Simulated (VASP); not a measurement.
# Sn2O (antifluorite type) (Fm-3m) in VASP: single point with PBE

Aim: the single point of Sn2O (antifluorite type) with PBE.

Everything below comes from runs of VASP 6.6.1. Logs are shortened: lines on timing, memory, paths and dates and some standing lists are left out, and cuts for length are marked.

## Step 1: The cell of the first run

The structure is cubic, space group Fm-3m (No. 225). The conventional cell has a = 6.373 Å, b = 6.373 Å, c = 6.373 Å, α = 90.00°, β = 90.00°, γ = 90.00°. Within 3.6 Å of Sn (site symmetry -43m) lie 4 O at 2.76 Å and 6 Sn at 3.19 Å. O (site symmetry m-3m) has 8 Sn at 2.76 Å within 3.6 Å.

## Step 2: Single point, PBE

INCAR reads:

```
SYSTEM = Sn2O
PREC = Accurate
ENCUT = 520
EDIFF = 1E-7
ISMEAR = -1
SIGMA = 0.06122561905347299
LREAL = .FALSE.
LASPH = .TRUE.
NELM = 100
ALGO = Normal
ISIF = 2
LWAVE = .FALSE.
LCHARG = .FALSE.
GGA = PE
NBANDS = 24
```

KPOINTS reads:

```
regular mesh
0
G
  30 30 30
  0 0 0
```

POSCAR reads:

```
Sn2O
1.0
    0.0000000000      3.1867142731      3.1867142731
    3.1867142731      0.0000000000      3.1867142731
    3.1867142731      3.1867142731      0.0000000000
Sn O
2 1
Direct
    0.2500000000      0.2500000000      0.2500000000
    0.7500000000      0.7500000000      0.7500000000
    0.0000000000      0.0000000000      0.0000000000
```

Potentials or basis: VASP PAW PBE potentials, release 64 (Sn_d, O).

The run is started by

```bash
cat potpaw_PBE.64/Sn_d/POTCAR potpaw_PBE.64/O/POTCAR > POTCAR
mpirun -np 1 vasp_std > vasp.out
```

OUTCAR:

```text
SYSTEM = Sn2O
   PREC = Accurate
   ENCUT = 520
   EDIFF = 1E-7
   ISMEAR = -1
   LREAL = .FALSE.
   LASPH = .TRUE.
   NELM = 100
   ISIF = 2
   GGA = PE

 ion  position               nearest neighbor table
   1  0.250  0.250  0.250-   3 2.76   3 2.76   3 2.76   3 2.76   2 3.19   2 3.19   2 3.19   2 3.19
                             2 3.19   2 3.19
   2  0.750  0.750  0.750-   3 2.76   3 2.76   3 2.76   3 2.76   1 3.19   1 3.19   1 3.19   1 3.19
                             1 3.19   1 3.19
   3  0.000  0.000  0.000-   1 2.76   2 2.76   2 2.76   2 2.76   2 2.76   1 2.76   1 2.76   1 2.76

  LATTYP: Found a face centered cubic cell.
 ALAT       =     6.3734285462

  Lattice vectors:

 A1 = (   0.0000000000,   3.1867142731,   3.1867142731)
 A2 = (   3.1867142731,   0.0000000000,   3.1867142731)
 A3 = (   3.1867142731,   3.1867142731,   0.0000000000)

Analysis of symmetry for initial positions (statically):
=====================================================================
 Subroutine PRICEL returns:
 Original cell was already a primitive cell.

 Routine SETGRP: Setting up the symmetry group for a
 face centered cubic supercell.

 Subroutine GETGRP returns: Found 48 space group operations
 (whereof 48 operations were pure point group operations)
 out of a pool of 48 trial point group operations.

The static configuration has the point symmetry O_h .

Analysis of symmetry for dynamics (positions and initial velocities):
=====================================================================
 Subroutine PRICEL returns:
 Original cell was already a primitive cell.

 Routine SETGRP: Setting up the symmetry group for a
 face centered cubic supercell.

 Subroutine GETGRP returns: Found 48 space group operations
 (whereof 48 operations were pure point group operations)
 out of a pool of 48 trial point group operations.

The dynamic configuration has the point symmetry O_h .

 Subroutine INISYM returns: Found 48 space group operations
 (whereof 48 operations are pure point group operations),
 and found     1 'primitive' translations

----------------------------------------------------------------------------------------

                                     Primitive cell

  volume of cell :      64.7231

  direct lattice vectors                    reciprocal lattice vectors
     0.000000000  3.186714273  3.186714273    -0.156901422  0.156901422  0.156901422
     3.186714273  0.000000000  3.186714273     0.156901422 -0.156901422  0.156901422
     3.186714273  3.186714273  0.000000000     0.156901422  0.156901422 -0.156901422

  length of vectors
     4.506694544  4.506694544  4.506694544     0.271761234  0.271761234  0.271761234

  position of ions in fractional coordinates (direct lattice)
     0.250000000  0.250000000  0.250000000
     0.750000000  0.750000000  0.750000000
     0.000000000  0.000000000  0.000000000

  ion indices of the primitive-cell ions
   primitive index   ion index
                 1           1
                 2           2
                 3           3

----------------------------------------------------------------------------------------

 KPOINTS: regular mesh

Automatic generation of k-mesh.
 Grid dimensions read from file:
 generate k-points for:   30   30   30

 Generating k-lattice:

  Cartesian coordinates                     Fractional coordinates (reciprocal lattice)
    -0.005230047  0.005230047  0.005230047     0.033333333  0.000000000  0.000000000
     0.005230047 -0.005230047  0.005230047     0.000000000  0.033333333  0.000000000
     0.005230047  0.005230047 -0.005230047     0.000000000  0.000000000  0.033333333

  Length of vectors
     0.009058708  0.009058708  0.009058708

  Shift w.r.t. Gamma in fractional coordinates (k-lattice)
     0.000000000  0.000000000  0.000000000

 Subroutine IBZKPT returns following result:
 ===========================================

 Found    752 irreducible k-points:

 Following reciprocal coordinates:
            Coordinates               Weight
  0.000000  0.000000  0.000000      1.000000
  0.033333  0.000000  0.000000      8.000000
  0.066667  0.000000  0.000000      8.000000
  0.100000  0.000000  0.000000      8.000000
  0.133333  0.000000  0.000000      8.000000
  0.166667  0.000000  0.000000      8.000000
[... 16 lines left out ...]
  0.233333  0.033333  0.000000     24.000000
  0.266667  0.033333  0.000000     24.000000
 [... further k-points ...]
   k-points           NKPTS =    752   k-points in BZ     NKDIM =    752   number of bands    NBANDS=     24
   number of dos      NEDOS =    301   number of ions     NIONS =      3
   total plane-waves  NPLWV =  46656
   dimension x,y,z NGX =    36 NGY =   36 NGZ =   36
   dimension x,y,z NGXF=    72 NGYF=   72 NGZF=   72
   ions per type =               2   1
   NGX,Y,Z   is equivalent  to a cutoff of  13.28, 13.28, 13.28 a.u.
   NGXF,Y,Z  is equivalent  to a cutoff of  26.56, 26.56, 26.56 a.u.
 SYSTEM =  Sn2O
   PREC   = accura    normal or accurate (medium, high low for compatibility)
   ISTART =      0    job   : 0-new  1-cont  2-samecut
   ICHARG =      2    charge: 1-file 2-atom 10-const
   ISPIN  =      1    spin polarized calculation?
   LNONCOLLINEAR =      F non collinear calculations
   LSORBIT =      F    spin-orbit coupling
   LASPH  =      T    aspherical Exc in radial PAW
   ENCUT  =  520.0 eV  38.22 Ry    6.18 a.u.   8.38  8.38  8.38*2*pi/ulx,y,z
   NELM   =    100;   NELMIN=  2; NELMDL= -5     # of ELM steps
   EDIFF  = 0.1E-06   stopping-criterion for ELM
   LREAL  =      F    real-space projection
   EDIFFG = 0.1E-05   stopping-criterion for IOM
   NSW    =      0    number of steps for IOM
   IBRION =     -1    ionic relax: 0-MD 1-quasi-New 2-CG
   NFREE  =      0    steps in history (QN), initial steepest desc. (CG)
   ISIF   =      2    stress and relaxation
   ISYM   =      2    0-nonsym 1-usesym 2-fastsym
   POTIM  = 0.5000    time-step for ionic-motion
   TEBEG  =    0.0;   TEEND  =   0.0 temperature during run
   PSTRESS=    0.0 pullay stress
   NELECT =      34.0000    total number of electrons
   NUPDOWN=      -1.0000    fix difference up-down
   EMIN   =  10.00;   EMAX   =-10.00  energy-range for DOS
   EFERMI =   0.00;   METHOD = LEGACY
   ISMEAR =    -1;   SIGMA  =   0.06  broadening in eV -4-tet -1-fermi 0-gaus
   EFERMI_NEDOS =   21; number of points for ismear=-14 and -15
   IALGO  =     38    algorithm
   IMIX   =      4    mixing-type and parameters
     AMIX     =   0.40;   BMIX     =  1.00
     AMIX_MAG =   1.60;   BMIX_MAG =  1.00
  volume/ion in A,a.u.               =      21.57       145.59
  Fermi-wavevector in a.u.,A,eV,Ry     =   1.320935  2.496205 23.740377  1.744868
  Thomas-Fermi vector in A             =   2.450725
   LORBIT       =      0    0 simple, 1 ext, 2 COOP (PROOUT), +10 PAW based schemes
   GGA     = PE    functional components
   LHFCALC =     F    Hartree Fock is set to
   AEXX    =    0.0000 exact exchange contribution
   IVDW    =     0    specifies the selected vdW correction
   LEPSILON=     F    determine dielectric tensor
   LRPA    =     F    only Hartree local field effects (RPA)
 non-spin polarized calculation
  energy-cutoff  :      520.00
  volume of cell :       64.72
 maximum number of plane-waves:      1807
 NGX is ok and might be reduce to    36
   NGX = 17   NGY = 17   NGZ = 17

 number of electron      34.0000009 magnetization

 Free energy of the ion-electron system (eV)
  ---------------------------------------------------
  ext. energy  EPLUGINS =         0.00000000
  ---------------------------------------------------
  free energy    TOTEN  =       -12.61861841 eV

  energy without entropy =      -12.59004723  energy(sigma->0) =      -12.60433282

 E-fermi :   7.0740     XC(G=0): -10.2497

 val. band max:        7.0736237544   @ k =   0.3667   0.1333   0.0667
 cond. band min:       7.0741256301   @ k =  -0.4333   0.3333   0.1333
 fundamental gap:      0.0005018757
 Fermi energy:         7.0739727204

 k-point     1 :       0.0000    0.0000    0.0000
  band No.  band energies     occupation
      1     -14.9292      2.00000
      2     -14.9292      2.00000
      3     -14.7960      2.00000
      4     -14.7960      2.00000
      5     -14.7960      2.00000
      6     -14.6429      2.00000
[... 16 lines left out ...]
     23      14.6996      0.00000
     24      14.6996      0.00000

 k-point     2 :       0.0333    0.0000    0.0000
  band No.  band energies     occupation
      1     -14.9282      2.00000
      2     -14.9282      2.00000
      3     -14.7958      2.00000
      4     -14.7955      2.00000
      5     -14.7955      2.00000
      6     -14.6432      2.00000
[... 16 lines left out ...]
     23      14.7621      0.00000
     24      14.7621      0.00000

 k-point     3 :       0.0667    0.0000    0.0000
  band No.  band energies     occupation
      1     -14.9254      2.00000
      2     -14.9254      2.00000
      3     -14.7951      2.00000
      4     -14.7941      2.00000
      5     -14.7941      2.00000
      6     -14.6444      2.00000
[... 16 lines left out ...]
     23      14.9332      0.00000
     24      14.9332      0.00000

 k-point     4 :       0.1000    0.0000    0.0000
  band No.  band energies     occupation
      1     -14.9206      2.00000
      2     -14.9206      2.00000
      3     -14.7940      2.00000
      4     -14.7917      2.00000
      5     -14.7917      2.00000
      6     -14.6465      2.00000
[... 16 lines left out ...]
     23      15.1729      0.00000
     24      15.1729      0.00000

 k-point     5 :       0.1333    0.0000    0.0000
  band No.  band energies     occupation
      1     -14.9141      2.00000
      2     -14.9141      2.00000
      3     -14.7924      2.00000
      4     -14.7885      2.00000
      5     -14.7885      2.00000
      6     -14.6493      2.00000
[... 451 lines left out ...]
 k-point    22 :       0.2000    0.0333    0.0000
  band No.  band energies     occupation
      1     -14.9051      2.00000
      2     -14.8922      2.00000
      3     -14.7904      2.00000
      4     -14.7809      2.00000
      5     -14.7790      2.00000
      6     -14.6574      2.00000
[... 16 lines left out ...]
     23      15.1020      0.00000
     24      15.7853      0.00000

 k-point    23 :       0.2333    0.0333    0.0000
  band No.  band energies     occupation
      1     -14.8950      2.00000
      2     -14.8803      2.00000
      3     -14.7872      2.00000
      4     -14.7758      2.00000
      5     -14.7734      2.00000
      6     -14.6625      2.00000
[... 16 lines left out ...]
     23      15.0640      0.00000
     24      15.9932      0.00000

 k-point    24 :       0.2667    0.0333    0.0000
  band No.  band energies     occupation
      1     -14.8834      2.00000
      2     -14.8670      2.00000
      3     -14.7833      2.00000
      4     -14.7701      2.00000
      5     -14.7672      2.00000
      6     -14.6684      2.00000
[... 16 lines left out ...]
     23      15.0615      0.00000
     24      16.1346      0.00000

 [... further k-points ...]

------------------------ aborting loop because EDIFF is reached ----------------------------------------

  FORCE on cell =-STRESS in cart. coord.  units (eV):
  Direction    XX          YY          ZZ          XY          YZ          ZX
  --------------------------------------------------------------------------------------
  -------------------------------------------------------------------------------------
  Total       -0.6632073     -0.6632073     -0.6632073     -0.0000000     -0.0000000     -0.0000000
  in kB      -16.4172537    -16.4172537    -16.4172537     -0.0000000     -0.0000000     -0.0000000
  external PRESSURE =     -16.4172537 kB  Pullay stress =       0.0000000 kB

 VOLUME and BASIS-vectors are now :
 -----------------------------------------------------------------------------
  energy-cutoff  :      520.00
  volume of cell :       64.72
      direct lattice vectors                 reciprocal lattice vectors
     0.000000000  3.186714273  3.186714273    -0.156901422  0.156901422  0.156901422
     3.186714273  0.000000000  3.186714273     0.156901422 -0.156901422  0.156901422
     3.186714273  3.186714273  0.000000000     0.156901422  0.156901422 -0.156901422

 POSITION                                       TOTAL-FORCE (eV/Angst)
 -----------------------------------------------------------------------------------
      1.59336      1.59336      1.59336         0.000000     -0.000000     -0.000000
      4.78007      4.78007      4.78007        -0.000000      0.000000      0.000000
      0.00000      0.00000      0.00000        -0.000000     -0.000000      0.000000
 -----------------------------------------------------------------------------------
    total drift:                                0.000000      0.000000      0.000000

  FREE ENERGIE OF THE ION-ELECTRON SYSTEM (eV)
  ---------------------------------------------------
  free  energy   TOTEN  =       -12.6186184087 eV

  energy  without entropy=      -12.5900472332  energy(sigma->0) =      -12.60433282
```

It took 38 min on 1 thread of Oxide Virtual Turin-like, shared host; peak memory 0.97 GiB.

Results:

- Free energy: -12.6186 eV
- Pressure: -1.6 GPa
- Band gap on the k mesh: zero (bands 17 and 18 overlap by 1.28 eV)

Caveat: spin-orbit coupling is left out, which moves the levels of the heavy elements.
